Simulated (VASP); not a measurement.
# Ti (I4/mmm) in VASP: a series of runs

Runs on Ti. Level: PBE. Tasks: single point.

Everything below comes from runs of VASP 6.6.1. Logs are shortened: lines on timing, memory, paths and dates and some standing lists are left out, and cuts for length are marked.

### Step 1. The cell of the first run

It takes space group I4/mmm (No. 139, tetragonal). The conventional cell has a = 3.684 Å, b = 3.684 Å, c = 2.605 Å, α = 90.00°, β = 90.00°, γ = 90.00°. Within 3.4 Å of Ti (site symmetry 4/mmm) lie 10 Ti at 2.60 to 2.91 Å.

### Step 2. Single point, PBE

Contents of INCAR:

```
PREC = Accurate
ENCUT = 520
EDIFF = 1E-6
ISMEAR = 0
SIGMA = 0.15
LREAL = F
LASPH = T
NELM = 80
ALGO = Fast
ISIF = 2
LWAVE = F
LCHARG = T
GGA = PE
LELF = T
LVHAR = T
NBANDS = 12
```

Contents of KPOINTS:

```
Automatic mesh
0
Gamma
  22 22 22
```

Contents of POSCAR:

```
Ti
1.0
   -1.8420529496      1.8420529496      1.3023314354
    1.8420529496     -1.8420529496      1.3023314354
    1.8420529496      1.8420529496     -1.3023314354
Ti
1
Direct
    0.0000000000      0.0000000000      0.0000000000
```

Potentials or basis: VASP PAW PBE potentials, release 64 (Ti_sv).

Run with:

```console
cat potpaw_PBE.64/Ti_sv/POTCAR > POTCAR
mpirun -np 1 vasp_std > vasp.out
```

OUTCAR:

```text
PREC = Accurate
   ENCUT = 520
   EDIFF = 1E-6
   ISMEAR = 0
   LREAL = F
   LASPH = T
   NELM = 80
   ISIF = 2
   GGA = PE

 ion  position               nearest neighbor table
   1  0.000  0.000  0.000-

  LATTYP: Found a body centered tetragonal cell.
 ALAT       =     3.6841058992
 C/A-ratio  =     0.7070000000

  Lattice vectors:

 A1 = (  -1.8420529496,   1.8420529496,   1.3023314354)
 A2 = (   1.8420529496,  -1.8420529496,   1.3023314354)
 A3 = (   1.8420529496,   1.8420529496,  -1.3023314354)

Analysis of symmetry for initial positions (statically):
=====================================================================
 Subroutine PRICEL returns:
 Original cell was already a primitive cell.

 Routine SETGRP: Setting up the symmetry group for a
 body centered tetragonal supercell.

 Subroutine GETGRP returns: Found 16 space group operations
 (whereof 16 operations were pure point group operations)
 out of a pool of 16 trial point group operations.

The static configuration has the point symmetry D_4h.

Analysis of symmetry for dynamics (positions and initial velocities):
=====================================================================
 Subroutine PRICEL returns:
 Original cell was already a primitive cell.

 Routine SETGRP: Setting up the symmetry group for a
 body centered tetragonal supercell.

 Subroutine GETGRP returns: Found 16 space group operations
 (whereof 16 operations were pure point group operations)
 out of a pool of 16 trial point group operations.

The dynamic configuration has the point symmetry D_4h.

 Subroutine INISYM returns: Found 16 space group operations
 (whereof 16 operations are pure point group operations),
 and found     1 'primitive' translations

----------------------------------------------------------------------------------------

                                     Primitive cell

  volume of cell :      17.6761

  direct lattice vectors                    reciprocal lattice vectors
    -1.842052950  1.842052950  1.302331435     0.000000000  0.271436280  0.383926846
     1.842052950 -1.842052950  1.302331435     0.271436280  0.000000000  0.383926846
     1.842052950  1.842052950 -1.302331435     0.271436280  0.271436280  0.000000000

  length of vectors
     2.912453486  2.912453486  2.912453486     0.470188767  0.470188767  0.383868868

  position of ions in fractional coordinates (direct lattice)
     0.000000000  0.000000000  0.000000000

  ion indices of the primitive-cell ions
   primitive index   ion index
                 1           1

----------------------------------------------------------------------------------------

 KPOINTS: Automatic mesh

Automatic generation of k-mesh.
 Grid dimensions read from file:
 generate k-points for:   22   22   22

 Generating k-lattice:

  Cartesian coordinates                     Fractional coordinates (reciprocal lattice)
     0.000000000  0.012338013  0.017451220     0.045454545 -0.000000000  0.000000000
     0.012338013  0.000000000  0.017451220    -0.000000000  0.045454545  0.000000000
     0.012338013  0.012338013  0.000000000     0.000000000  0.000000000  0.045454545

  Length of vectors
     0.021372217  0.021372217  0.017448585

  Shift w.r.t. Gamma in fractional coordinates (k-lattice)
     0.000000000  0.000000000  0.000000000

 Subroutine IBZKPT returns following result:
 ===========================================

 Found    834 irreducible k-points:

 Following reciprocal coordinates:
            Coordinates               Weight
  0.000000  0.000000  0.000000      1.000000
  0.045455 -0.000000  0.000000      8.000000
  0.090909 -0.000000  0.000000      8.000000
  0.136364 -0.000000  0.000000      8.000000
  0.181818 -0.000000  0.000000      8.000000
  0.227273  0.000000 -0.000000      8.000000
[... 16 lines left out ...]
  0.500000  0.045455  0.000000     16.000000
 -0.454545  0.045455  0.000000     16.000000
 [... further k-points ...]
   k-points           NKPTS =    834   k-points in BZ     NKDIM =    834   number of bands    NBANDS=     12
   number of dos      NEDOS =    301   number of ions     NIONS =      1
   total plane-waves  NPLWV =  13824
   dimension x,y,z NGX =    24 NGY =   24 NGZ =   24
   dimension x,y,z NGXF=    48 NGYF=   48 NGZF=   48
   ions per type =               1
   NGX,Y,Z   is equivalent  to a cutoff of  13.70, 13.70, 13.70 a.u.
   NGXF,Y,Z  is equivalent  to a cutoff of  27.40, 27.40, 27.40 a.u.
 SYSTEM =  unknown system
   PREC   = accura    normal or accurate (medium, high low for compatibility)
   ISTART =      0    job   : 0-new  1-cont  2-samecut
   ICHARG =      2    charge: 1-file 2-atom 10-const
   ISPIN  =      1    spin polarized calculation?
   LNONCOLLINEAR =      F non collinear calculations
   LSORBIT =      F    spin-orbit coupling
   LASPH  =      T    aspherical Exc in radial PAW
   ENCUT  =  520.0 eV  38.22 Ry    6.18 a.u.   5.42  5.42  5.42*2*pi/ulx,y,z
   NELM   =     80;   NELMIN=  2; NELMDL= -5     # of ELM steps
   EDIFF  = 0.1E-05   stopping-criterion for ELM
   LREAL  =      F    real-space projection
   EDIFFG = 0.1E-04   stopping-criterion for IOM
   NSW    =      0    number of steps for IOM
   IBRION =     -1    ionic relax: 0-MD 1-quasi-New 2-CG
   NFREE  =      0    steps in history (QN), initial steepest desc. (CG)
   ISIF   =      2    stress and relaxation
   ISYM   =      2    0-nonsym 1-usesym 2-fastsym
   POTIM  = 0.5000    time-step for ionic-motion
   TEBEG  =    0.0;   TEEND  =   0.0 temperature during run
   PSTRESS=    0.0 pullay stress
   NELECT =      12.0000    total number of electrons
   NUPDOWN=      -1.0000    fix difference up-down
   EMIN   =  10.00;   EMAX   =-10.00  energy-range for DOS
   EFERMI =   0.00;   METHOD = LEGACY
   ISMEAR =     0;   SIGMA  =   0.15  broadening in eV -4-tet -1-fermi 0-gaus
   EFERMI_NEDOS =   21; number of points for ismear=-14 and -15
   IALGO  =     68    algorithm
   IMIX   =      4    mixing-type and parameters
     AMIX     =   0.40;   BMIX     =  1.00
     AMIX_MAG =   1.60;   BMIX_MAG =  1.00
  volume/ion in A,a.u.               =      17.68       119.28
  Fermi-wavevector in a.u.,A,eV,Ry     =   1.438821  2.718977 28.166848  2.070205
  Thomas-Fermi vector in A             =   2.557745
   LORBIT       =      0    0 simple, 1 ext, 2 COOP (PROOUT), +10 PAW based schemes
   GGA     = PE    functional components
   LHFCALC =     F    Hartree Fock is set to
   AEXX    =    0.0000 exact exchange contribution
   IVDW    =     0    specifies the selected vdW correction
   LEPSILON=     F    determine dielectric tensor
   LRPA    =     F    only Hartree local field effects (RPA)
 non-spin polarized calculation
 RMM-DIIS sequential band-by-band and
 Gauss-broadening in eV      SIGMA  =   0.15
  energy-cutoff  :      520.00
  volume of cell :       17.68
 maximum number of plane-waves:       493
 NGX is ok and might be reduce to    24
   NGX = 11   NGY = 11   NGZ = 11

 number of electron      12.0000002 magnetization

 Free energy of the ion-electron system (eV)
  ---------------------------------------------------
  ext. energy  EPLUGINS =         0.00000000
  ---------------------------------------------------
  free energy    TOTEN  =        -7.63674995 eV

  energy without entropy =       -7.62770762  energy(sigma->0) =       -7.63222878

 E-fermi :   7.9524     XC(G=0): -11.3677

 val. band max:        7.9508461970   @ k =  -0.2273  -0.2727   0.2273
 cond. band min:       7.9537466471   @ k =  -0.2727  -0.2727   0.2727
 fundamental gap:      0.0029004501
 Fermi energy:         7.9524431687

 k-point     1 :       0.0000    0.0000    0.0000
  band No.  band energies     occupation
      1     -48.6210      2.00000
      2     -24.5302      2.00000
      3     -24.5302      2.00000
      4     -24.2652      2.00000
      5       2.0426      2.00000
      6       7.5077      1.99997
      7       8.3881      0.00004
      8      10.4420      0.00000
      9      10.4420      0.00000
     10      11.3798      0.00000
     11      22.9514      0.00000
     12      22.9514      0.00000

 k-point     2 :       0.0455   -0.0000    0.0000
  band No.  band energies     occupation
      1     -48.6167      2.00000
      2     -24.5335      2.00000
      3     -24.5327      2.00000
      4     -24.2862      2.00000
      5       2.1270      2.00000
      6       7.5388      1.99990
      7       8.4389      0.00000
      8      10.3813      0.00000
      9      10.3856      0.00000
     10      11.3507      0.00000
     11      23.0157      0.00000
     12      23.0346      0.00000

 k-point     3 :       0.0909   -0.0000    0.0000
  band No.  band energies     occupation
      1     -48.6040      2.00000
      2     -24.5446      2.00000
      3     -24.5399      2.00000
      4     -24.3460      2.00000
      5       2.3758      2.00000
      6       7.6231      1.99810
      7       8.5827      0.00000
      8      10.2155      0.00000
      9      10.2368      0.00000
     10      11.2727      0.00000
     11      23.1548      0.00000
     12      23.2607      0.00000
[... 286 lines left out ...]
 k-point    23 :       0.5000    0.0455    0.0000
  band No.  band energies     occupation
      1     -48.4045      2.00000
      2     -25.3094      2.00000
      3     -24.6533      2.00000
      4     -24.6103      2.00000
      5       5.6499      2.00000
      6       6.8759      2.00000
      7      10.1347      0.00000
      8      10.4554      0.00000
      9      11.7356      0.00000
     10      12.1647      0.00000
     11      18.0548      0.00000
     12      20.6568      0.00000

 k-point    24 :      -0.4545    0.0455    0.0000
  band No.  band energies     occupation
      1     -48.4161      2.00000
      2     -25.2554      2.00000
      3     -24.6522      2.00000
      4     -24.6055      2.00000
      5       5.6118      2.00000
      6       6.9692      2.00000
      7       9.8094      0.00000
      8      10.4373      0.00000
      9      11.5355      0.00000
     10      11.9177      0.00000
     11      18.6674      0.00000
     12      20.8527      0.00000

 [... further k-points ...]

------------------------ aborting loop because EDIFF is reached ----------------------------------------

  FORCE on cell =-STRESS in cart. coord.  units (eV):
  Direction    XX          YY          ZZ          XY          YZ          ZX
  --------------------------------------------------------------------------------------
  -------------------------------------------------------------------------------------
  Total       -0.8433999     -0.8433999      1.0076312      0.0000000      0.0000000      0.0000000
  in kB      -76.4466355    -76.4466355     91.3327299      0.0000000      0.0000000      0.0000000
  external PRESSURE =     -20.5201803 kB  Pullay stress =       0.0000000 kB

 VOLUME and BASIS-vectors are now :
 -----------------------------------------------------------------------------
  energy-cutoff  :      520.00
  volume of cell :       17.68
      direct lattice vectors                 reciprocal lattice vectors
    -1.842052950  1.842052950  1.302331435     0.000000000  0.271436280  0.383926846
     1.842052950 -1.842052950  1.302331435     0.271436280  0.000000000  0.383926846
     1.842052950  1.842052950 -1.302331435     0.271436280  0.271436280  0.000000000

 POSITION                                       TOTAL-FORCE (eV/Angst)
 -----------------------------------------------------------------------------------
      0.00000      0.00000      0.00000         0.000000      0.000000     -0.000000
 -----------------------------------------------------------------------------------
    total drift:                                0.000000      0.000000      0.000000

  FREE ENERGIE OF THE ION-ELECTRON SYSTEM (eV)
  ---------------------------------------------------
  free  energy   TOTEN  =        -7.6367499537 eV

  energy  without entropy=       -7.6277076154  energy(sigma->0) =       -7.63222878
```

It took 2.5 min on 1 thread of Intel Xeon Platinum 8488C (Sapphire Rapids), shared host; peak memory 0.28 GiB.

Results:

```
Free energy            : -7.6367 eV
Pressure               : -2.1 GPa
Band gap on the k mesh : zero (bands 6 and 7 overlap by 0.60 eV)
```

Levels at points of the mesh, in eV from the Fermi level:
```
           k point  band 2  band 3  band 4  band 5  band 6  band 7  band 8  band 9  band 10  band 11
(0.00, 0.00, 0.00)  -32.48  -32.48  -32.22   -5.91   -0.44    0.44    2.49    2.49     3.43    15.00
(0.50, 0.00, 0.00)  -33.28  -32.60  -32.56   -2.33   -1.11    2.44    2.46    3.68     4.27     9.98
(0.50, 0.50, 0.00)  -33.05  -32.44  -32.29   -2.56   -0.27    0.49    2.06    2.24     4.13     7.07
(0.50, 0.50, 0.50)  -32.95  -32.95  -32.38   -2.38   -1.86    3.95    3.95    4.12     5.24     5.24
```

(Part 1 of 2 ends here.)
